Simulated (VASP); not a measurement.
# Mg (P6_3/mmc) in VASP: a series of runs

The runs below take Mg through single point, relaxation of cell and atoms, with PBE.

All numbers are computed with VASP 6.6.1; they aren't measurements. Logs are shortened: lines on timing, memory, paths and dates and some standing lists are left out, and cuts for length are marked.

## (1) The cell of the first run

Symmetry: P6_3/mmc, No. 194, hexagonal system. The conventional cell has a = 2.896 Å, b = 2.896 Å, c = 4.722 Å, α = 90.00°, β = 90.00°, γ = 120.00°. Mg (site symmetry -6m2) has 12 Mg at 2.89 to 2.90 Å within 3.8 Å.

## (2) Single point, PBE

The input, INCAR:

```
SYSTEM = Mg
PREC = Accurate
ENCUT = 520
EDIFF = 1E-6
ISMEAR = 0
SIGMA = 0.1
LREAL = .False.
LASPH = .True.
NELM = 60
ALGO = Normal
ISIF = 2
LWAVE = .False.
LCHARG = .True.
GGA = PE
LELF = .True.
LVHAR = .True.
NBANDS = 9
```

The input, KPOINTS:

```
Automatic mesh
0
Gamma
  9 9 4
  0 0 0
```

The input, POSCAR:

```
Mg
1.0
    2.8959582627      0.0000000000      0.0000000000
   -1.4479791314      2.5079734238      0.0000000000
    0.0000000000      0.0000000000      4.7219200702
Mg
2
Direct
    0.3333333333      0.6666666667      0.2500000000
    0.6666666667      0.3333333333      0.7500000000
```

Potentials or basis: VASP PAW PBE potentials, release 64 (Mg).

Command:

```sh
cat potpaw_PBE.64/Mg/POTCAR > POTCAR
mpirun -np 1 vasp_std > vasp.out
```

OUTCAR:

```text
SYSTEM = Mg
   PREC = Accurate
   ENCUT = 520
   EDIFF = 1E-6
   ISMEAR = 0
   LREAL = .False.
   LASPH = .True.
   NELM = 60
   ISIF = 2
   GGA = PE

 ion  position               nearest neighbor table
   1  0.333  0.667  0.250-   2 2.89   2 2.89   2 2.89   2 2.89   2 2.89   2 2.89
   2  0.667  0.333  0.750-   1 2.89   1 2.89   1 2.89   1 2.89   1 2.89   1 2.89

  LATTYP: Found a hexagonal cell.
 ALAT       =     2.8959582627
 C/A-ratio  =     1.6305207610

  Lattice vectors:

 A1 = (   2.8959582627,   0.0000000000,   0.0000000000)
 A2 = (  -1.4479791314,   2.5079734238,   0.0000000000)
 A3 = (   0.0000000000,   0.0000000000,   4.7219200702)

Analysis of symmetry for initial positions (statically):
=====================================================================
 Subroutine PRICEL returns:
 Original cell was already a primitive cell.

 Routine SETGRP: Setting up the symmetry group for a
 hexagonal supercell.

 Subroutine GETGRP returns: Found 24 space group operations
 (whereof 12 operations were pure point group operations)
 out of a pool of 24 trial point group operations.

The static configuration has the point symmetry D_3d.
 The point group associated with its full space group is D_6h.

Analysis of symmetry for dynamics (positions and initial velocities):
=====================================================================
 Subroutine PRICEL returns:
 Original cell was already a primitive cell.

 Routine SETGRP: Setting up the symmetry group for a
 hexagonal supercell.

 Subroutine GETGRP returns: Found 24 space group operations
 (whereof 12 operations were pure point group operations)
 out of a pool of 24 trial point group operations.

The dynamic configuration has the point symmetry D_3d.
 The point group associated with its full space group is D_6h.

 Subroutine INISYM returns: Found 24 space group operations
 (whereof 12 operations are pure point group operations),
 and found     1 'primitive' translations

----------------------------------------------------------------------------------------

                                     Primitive cell

  volume of cell :      34.2952

  direct lattice vectors                    reciprocal lattice vectors
     2.895958263  0.000000000  0.000000000     0.345308844  0.199364154  0.000000000
    -1.447979131  2.507973424  0.000000000     0.000000000  0.398728308  0.000000000
     0.000000000  0.000000000  4.721920070     0.000000000  0.000000000  0.211778257

  length of vectors
     2.895958263  2.895958263  4.721920070     0.398728308  0.398728308  0.211778257

  position of ions in fractional coordinates (direct lattice)
     0.333333333  0.666666667  0.250000000
     0.666666667  0.333333333  0.750000000

  ion indices of the primitive-cell ions
   primitive index   ion index
                 1           1
                 2           2

----------------------------------------------------------------------------------------

 KPOINTS: Automatic mesh

Automatic generation of k-mesh.
 Grid dimensions read from file:
 generate k-points for:    9    9    4

 Generating k-lattice:

  Cartesian coordinates                     Fractional coordinates (reciprocal lattice)
     0.038367649  0.022151573  0.000000000     0.111111111  0.000000000  0.000000000
     0.000000000  0.044303145  0.000000000     0.000000000  0.111111111  0.000000000
     0.000000000  0.000000000  0.052944564     0.000000000  0.000000000  0.250000000

  Length of vectors
     0.044303145  0.044303145  0.052944564

  Shift w.r.t. Gamma in fractional coordinates (k-lattice)
     0.000000000  0.000000000  0.000000000

 Subroutine IBZKPT returns following result:
 ===========================================

 Found     36 irreducible k-points:

 Following reciprocal coordinates:
            Coordinates               Weight
  0.000000  0.000000  0.000000      1.000000
  0.111111 -0.000000  0.000000      6.000000
  0.222222 -0.000000  0.000000      6.000000
  0.333333 -0.000000  0.000000      6.000000
  0.444444 -0.000000  0.000000      6.000000
  0.111111  0.111111  0.000000      6.000000
[... 16 lines left out ...]
  0.333333  0.222222  0.250000     24.000000
  0.333333  0.333333  0.250000      4.000000
 [... further k-points ...]
   k-points           NKPTS =     36   k-points in BZ     NKDIM =     36   number of bands    NBANDS=      9
   number of dos      NEDOS =    301   number of ions     NIONS =      2
   total plane-waves  NPLWV =  20736
   dimension x,y,z NGX =    24 NGY =   24 NGZ =   36
   dimension x,y,z NGXF=    48 NGYF=   48 NGZF=   72
   ions per type =               2
   NGX,Y,Z   is equivalent  to a cutoff of  13.78, 13.78, 12.67 a.u.
   NGXF,Y,Z  is equivalent  to a cutoff of  27.55, 27.55, 25.35 a.u.
 SYSTEM =  Mg
   PREC   = accura    normal or accurate (medium, high low for compatibility)
   ISTART =      0    job   : 0-new  1-cont  2-samecut
   ICHARG =      2    charge: 1-file 2-atom 10-const
   ISPIN  =      1    spin polarized calculation?
   LNONCOLLINEAR =      F non collinear calculations
   LSORBIT =      F    spin-orbit coupling
   LASPH  =      T    aspherical Exc in radial PAW
   ENCUT  =  520.0 eV  38.22 Ry    6.18 a.u.   5.38  5.38  8.78*2*pi/ulx,y,z
   NELM   =     60;   NELMIN=  2; NELMDL= -5     # of ELM steps
   EDIFF  = 0.1E-05   stopping-criterion for ELM
   LREAL  =      F    real-space projection
   EDIFFG = 0.1E-04   stopping-criterion for IOM
   NSW    =      0    number of steps for IOM
   IBRION =     -1    ionic relax: 0-MD 1-quasi-New 2-CG
   NFREE  =      0    steps in history (QN), initial steepest desc. (CG)
   ISIF   =      2    stress and relaxation
   ISYM   =      2    0-nonsym 1-usesym 2-fastsym
   POTIM  = 0.5000    time-step for ionic-motion
   TEBEG  =    0.0;   TEEND  =   0.0 temperature during run
   PSTRESS=    0.0 pullay stress
   NELECT =       4.0000    total number of electrons
   NUPDOWN=      -1.0000    fix difference up-down
   EMIN   =  10.00;   EMAX   =-10.00  energy-range for DOS
   EFERMI =   0.00;   METHOD = LEGACY
   ISMEAR =     0;   SIGMA  =   0.10  broadening in eV -4-tet -1-fermi 0-gaus
   EFERMI_NEDOS =   21; number of points for ismear=-14 and -15
   IALGO  =     38    algorithm
   IMIX   =      4    mixing-type and parameters
     AMIX     =   0.40;   BMIX     =  1.00
     AMIX_MAG =   1.60;   BMIX_MAG =  1.00
  volume/ion in A,a.u.               =      17.15       115.72
  Fermi-wavevector in a.u.,A,eV,Ry     =   0.799865  1.511526  8.704797  0.639785
  Thomas-Fermi vector in A             =   1.907051
   LORBIT       =      0    0 simple, 1 ext, 2 COOP (PROOUT), +10 PAW based schemes
   GGA     = PE    functional components
   LHFCALC =     F    Hartree Fock is set to
   AEXX    =    0.0000 exact exchange contribution
   IVDW    =     0    specifies the selected vdW correction
   LEPSILON=     F    determine dielectric tensor
   LRPA    =     F    only Hartree local field effects (RPA)
 non-spin polarized calculation
 Gauss-broadening in eV      SIGMA  =   0.10
  energy-cutoff  :      520.00
  volume of cell :       34.30
 maximum number of plane-waves:       966
 NGX is ok and might be reduce to    24
   NGX = 11   NGY = 11   NGZ = 17

 number of electron       4.0000000 magnetization

 Free energy of the ion-electron system (eV)
  ---------------------------------------------------
  ext. energy  EPLUGINS =         0.00000000
  ---------------------------------------------------
  free energy    TOTEN  =        -2.48170890 eV

  energy without entropy =       -2.47744755  energy(sigma->0) =       -2.47957822

 E-fermi :   4.1940     XC(G=0):  -9.4438

 val. band max:        4.1920777575   @ k =   0.4444   0.1111   0.5000
 cond. band min:       4.4970795137   @ k =   0.4444  -0.0000   0.2500
 fundamental gap:      0.3050017562
 Fermi energy:         4.1939734135

 k-point     1 :       0.0000    0.0000    0.0000
  band No.  band energies     occupation
      1      -3.9285      2.00000
      2       2.1518      2.00000
      3       3.0837      2.00000
      4      17.1359      0.00000
      5      17.1359      0.00000
      6      17.9109      0.00000
      7      17.9109      0.00000
      8      17.9635      0.00000
      9      20.7344      0.00000

 k-point     2 :       0.1111   -0.0000    0.0000
  band No.  band energies     occupation
      1      -3.6321      2.00000
      2       2.4116      2.00000
      3       3.3621      2.00000
      4      13.6785      0.00000
      5      15.7173      0.00000
      6      16.3316      0.00000
      7      19.0008      0.00000
      8      19.1557      0.00000
      9      19.5135      0.00000

 k-point     3 :       0.2222   -0.0000    0.0000
  band No.  band energies     occupation
      1      -2.7503      2.00000
      2       3.1930      2.00000
      3       4.1561      1.40803
      4       9.8981      0.00000
      5      14.1029      0.00000
      6      14.3873      0.00000
      7      15.1299      0.00000
      8      18.1444      0.00000
      9      19.0401      0.00000

 k-point     4 :       0.3333   -0.0000    0.0000
  band No.  band energies     occupation
      1      -1.3053      2.00000
      2       4.5022      0.00001
      3       5.0126      0.00000
      4       6.9616      0.00000
      5      11.6700      0.00000
      6      11.8849      0.00000
      7      13.4939      0.00000
      8      16.4232      0.00000
      9      17.9157      0.00000
[... 205 lines left out ...]
 k-point    22 :       0.2222    0.2222    0.2500
  band No.  band energies     occupation
      1      -0.0515      2.00000
      2       3.0421      2.00000
      3       7.0570      0.00000
      4       7.2675      0.00000
      5       9.4747      0.00000
      6      10.8407      0.00000
      7      11.3701      0.00000
      8      16.6250      0.00000
      9      17.4850      0.00000

 k-point    23 :       0.3333    0.2222    0.2500
  band No.  band energies     occupation
      1       1.8702      2.00000
      2       4.0733      1.91206
      3       5.1564      0.00000
      4       6.5699      0.00000
      5       8.0087      0.00000
      6       9.9840      0.00000
      7      11.9936      0.00000
      8      14.3993      0.00000
      9      16.7859      0.00000

 k-point    24 :       0.3333    0.3333    0.2500
  band No.  band energies     occupation
      1       3.7448      2.00000
      2       4.0663      1.92904
      3       4.0663      1.92904
      4       6.7905      0.00000
      5       7.8480      0.00000
      6       7.8480      0.00000
      7      12.9471      0.00000
      8      14.6808      0.00000
      9      14.6808      0.00000

 [... further k-points ...]

------------------------ aborting loop because EDIFF is reached ----------------------------------------

  FORCE on cell =-STRESS in cart. coord.  units (eV):
  Direction    XX          YY          ZZ          XY          YZ          ZX
  --------------------------------------------------------------------------------------
  -------------------------------------------------------------------------------------
  Total        4.0165769      4.0165769      3.9877256     -0.0000000      0.0000000      0.0000000
  in kB      187.6431889    187.6431889    186.2953399     -0.0000000      0.0000000      0.0000000
  external PRESSURE =     187.1939059 kB  Pullay stress =       0.0000000 kB

 VOLUME and BASIS-vectors are now :
 -----------------------------------------------------------------------------
  energy-cutoff  :      520.00
  volume of cell :       34.30
      direct lattice vectors                 reciprocal lattice vectors
     2.895958263  0.000000000  0.000000000     0.345308844  0.199364154  0.000000000
    -1.447979131  2.507973424  0.000000000     0.000000000  0.398728308  0.000000000
     0.000000000  0.000000000  4.721920070     0.000000000  0.000000000  0.211778257

 POSITION                                       TOTAL-FORCE (eV/Angst)
 -----------------------------------------------------------------------------------
     -0.00000      1.67198      1.18048        -0.000000      0.000000      0.000000
      1.44798      0.83599      3.54144         0.000000     -0.000000      0.000000
 -----------------------------------------------------------------------------------
    total drift:                                0.000000     -0.000000      0.000000

  FREE ENERGIE OF THE ION-ELECTRON SYSTEM (eV)
  ---------------------------------------------------
  free  energy   TOTEN  =        -2.4817089006 eV

  energy  without entropy=       -2.4774475474  energy(sigma->0) =       -2.47957822
```

It took 14 s on 1 thread of Intel Xeon 8259CL, shared host; peak memory 0.15 GiB.

Results:

| Item | Value |
| --- | --- |
| Free energy | -2.4817 eV |
| Pressure | 18.7 GPa |
| Band gap on the k mesh | zero (bands 2 and 3 overlap by 2.21 eV) |

Levels at points of the mesh, in eV from the Fermi level:
```
           k point  band 1  band 2  band 3  band 4  band 5  band 6  band 7
(0.00, 0.00, 0.00)   -8.12   -2.04   -1.11   12.94   12.94   13.72   13.72
(0.00, 0.00, 0.50)   -6.45   -6.45    6.05    6.05   13.71   13.71   13.71
```

Caveat: the cell stands under pressure.

## (3) Relaxation of cell and atoms, PBE, target pressure 18.6 GPa, at which the enthalpy is minimised

The input, INCAR:

```
ALGO = Normal ; EDIFF = 1E-6
EDIFFG = -0.05 ; ENCUT = 600
GGA = PE ; IBRION = 2
ISIF = 3 ; ISMEAR = 0
LASPH = T ; LCHARG = F
LREAL = F ; LWAVE = F
NELM = 60 ; NSW = 80
PREC = Accurate ; PSTRESS = 186.0
SIGMA = 0.1
```

The input, KPOINTS:

```
k-points
0
Gamma
  9 9 4
```

POSCAR is that of step 2.

Potentials or basis: VASP PAW PBE potentials, release 64 (Mg).

Command:

```sh
cat potpaw_PBE.64/Mg/POTCAR > POTCAR
mpirun -np 1 vasp_std > vasp.out
```

Wall time 9.9 s (1 thread of Intel Xeon 8259CL, shared host); peak memory 0.15 GiB.

Results (log left out):

```
Free energy             : -2.4820 eV
Pressure after relaxing : 18.7 GPa
Band gap on the k mesh  : zero (bands 2 and 3 overlap by 2.21 eV)
```

Stress tensor (GPa, compression positive):
```
18.77  0.00  0.00
 0.00 18.77  0.00
 0.00  0.00 18.63
```

Final structure:
```
CELL_PARAMETERS angstrom
2.89596 0.00000 0.00000
-1.44798 2.50797 0.00000
0.00000 0.00000 4.72192
ATOMIC_POSITIONS crystal
Mg 0.33333 0.66667 0.25000
Mg 0.66667 0.33333 0.75000
```

Levels at points of the mesh, in eV from the Fermi level:
```
           k point  band 1  band 2  band 3  band 4  band 5
(0.00, 0.00, 0.00)   -8.12   -2.04   -1.11   12.94   12.94
(0.00, 0.00, 0.50)   -6.45   -6.45    6.05    6.05   13.71
```

Caveat: the cell is relaxed towards a set pressure, so the run minimises the enthalpy, not the energy.

## (4) Relaxation of cell and atoms, PBE, target pressure 18.6 GPa, at which the enthalpy is minimised

This run uses another cell than the first one, of 23.24 Å³/atom.

The input, INCAR:

```
SYSTEM = Mg
  PREC = Accurate
  ENCUT = 600
  EDIFF = 1E-6
  ISMEAR = 0
  SIGMA = 0.1
  LREAL = .False.
  LASPH = .True.
  NELM = 100
  ALGO = Normal
  ISIF = 3
  LWAVE = .False.
  LCHARG = .False.
  GGA = PE
  IBRION = 2
  NSW = 80
  EDIFFG = -0.05
  PSTRESS = 186.0
```

The input, KPOINTS:

```
Automatic mesh
0
Gamma
  9 9 4
  0 0 0
```

The input, POSCAR:

```
Mg
1.0
    3.2093000000      0.0000000000      0.0000000000
   -1.6046500000      2.7793353284      0.0000000000
    0.0000000000      0.0000000000      5.2103000000
Mg
2
Direct
    0.3333333333      0.6666666667      0.2500000000
    0.6666666667      0.3333333333      0.7500000000
```

Command:

```sh
cat potpaw_PBE.64/Mg/POTCAR > POTCAR
mpirun -np 1 vasp_std > vasp.out
```

It took 38 s on 1 thread of Intel Xeon 8259CL, shared host; peak memory 0.18 GiB.

It converged, with:

* Free energy: -2.4899 eV
* Relaxed volume: 17.18 Å³/atom
* Relaxed cell: a = 2.903 Å, b = 2.903 Å, c = 4.708 Å, α = 90.00°, β = 90.00°, γ = 120.00°
* Space group after relaxing (to 0.1 Å): P6_3/mmc (No. 194)
* Energy change on relaxing (the run minimises the enthalpy): +260.5 meV/atom
* Ionic steps: 3
* Pressure after relaxing: 18.5 GPa
* Band gap on the k mesh: zero (bands 2 and 3 overlap by 2.18 eV)

Stress tensor (GPa, compression positive):
```
18.41  0.00  0.00
 0.00 18.41  0.00
 0.00  0.00 18.71
```

Step by step:
```csv
step,energy change (eV),largest force (eV/Å),pressure (GPa),volume (Å³)
1,0.0000,0.0000,-0.51,46.47
2,1.1887,0.0000,34.48,30.21
3,0.5211,0.0000,18.51,34.36
```

Final structure:
```
Mg
1.0
     2.90311    0.00000    0.00000
    -1.45155    2.51417    0.00000
     0.00000    0.00000    4.70790
Mg
2
Cartesian
  0.0000 1.6761 1.1770
  1.4516 0.8381 3.5309
```

Levels at points of the mesh, in eV from the Fermi level:
```tsv
k point	band 1	band 2	band 3	band 4	band 5	band 6
(0.00, 0.00, 0.00)	-8.11	-2.00	-1.06	12.86	12.86	13.62
(0.00, 0.00, 0.50)	-6.43	-6.43	6.14	6.14	13.64	13.64
```

Caveat: the cell is relaxed towards a set pressure, so the run minimises the enthalpy, not the energy; the volume moved by over 15 % at a fixed basis, so the end points are rough.

## (5) Single point, PBE

The input, INCAR:

```
SYSTEM = Mg
PREC     = Accurate       ! precision mode
ENCUT    = 520            ! plane-wave cutoff, eV
EDIFF    = 1E-6           ! SCF threshold, eV
ISMEAR   = -1             ! smearing method
SIGMA    = 0.1            ! smearing width, eV
LREAL    = .FALSE.        ! projectors in reciprocal space
LASPH    = .TRUE.         ! aspherical terms in the spheres
NELM     = 100            ! most SCF steps
ALGO     = Normal         ! electronic algorithm
ISIF     = 2              ! what is computed and relaxed
LWAVE    = .FALSE.        ! write WAVECAR
LCHARG   = .FALSE.        ! write CHGCAR
GGA      = PE             ! functional
NBANDS   = 9              ! bands
```

The input, KPOINTS:

```
regular mesh
0
G
  18 18 10
  0 0 0
```

The input, POSCAR:

```
Mg
1.0
    2.9048540554      0.0000000000      0.0000000000
   -1.4524270277      2.5156774063      0.0000000000
    0.0000000000      0.0000000000      4.6965147833
Mg
2
Direct
    0.3333333333      0.6666666667      0.2500000000
    0.6666666667      0.3333333333      0.7500000000
```

Command:

```sh
cat potpaw_PBE.64/Mg/POTCAR > POTCAR
mpirun -np 1 vasp_std > vasp.out
```

Wall time 59 s (1 thread of Intel Xeon 8259CL, shared host); peak memory 0.2 GiB.

Results (log left out):

```yaml
Free_energy: -2.5022 eV
Pressure: 18.6 GPa
Band_gap_on_the_k_mesh: zero (bands 2 and 3 overlap by 2.16 eV)
```

Levels at points of the mesh, in eV from the Fermi level:
| k point | band 1 | band 2 | band 3 | band 4 | band 5 |
| --- | --- | --- | --- | --- | --- |
| (0.00, 0.00, 0.00) | -8.28 | -2.14 | -1.19 | 12.67 | 12.67 |
| (0.50, 0.00, 0.00) | -2.69 | -2.41 | 3.12 | 3.16 | 4.25 |
| (0.00, 0.00, 0.50) | -6.59 | -6.59 | 6.04 | 6.04 | 13.45 |
| (0.50, 0.00, 0.50) | -1.43 | -1.43 | -0.38 | -0.38 | 9.04 |

Caveat: the cell stands under pressure.

(Part 1 of 2 ends here.)

The gap in the log of VASP goes by the Fermi energy; the results here count the filled bands.